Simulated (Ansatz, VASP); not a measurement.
One calculation of F, two programs

```
F
1.0
     2.47285   -1.61043    0.00000
     2.47285    1.61043    0.00000
     0.00000    0.00000    6.54497
F
4
Direct
  0.90542 0.09458 0.09639
  0.59458 0.40542 0.59639
  0.40542 0.59458 0.40361
  0.09458 0.90542 0.90361
```

Alike in both runs: task single point; functional LDA; k mesh 10 × 10 × 4; no spin polarisation.

```csv
,VASP,Ansatz
version,VASP 6.6.1,Ansatz 0.2.0
potentials or method,"VASP PAW LDA potentials, release 64 (F)","plane waves, PAW"
plane-wave cutoff (eV),600,420
occupations,"gaussian, width 0.01 eV",fixed
valence electrons in the cell,28,28
```

```tsv
	VASP	Ansatz	Ansatz less VASP
gap on the k mesh at the Fermi level (eV)	2.61	2.69	+0.082
pressure (GPa)	-1.3	-2.2	-0.91
traceless stress, the component that is largest in VASP (GPa)	0.33	-1.74	-2.076
rms of the force components (eV/Å)	0.192	0.125	-0.0668
```

LDA's correlation is that of Perdew and Zunger in VASP and of Perdew and Wang (1992) in Ansatz. Atom by atom the forces differ by 0.315 eV/Å (rms over components).
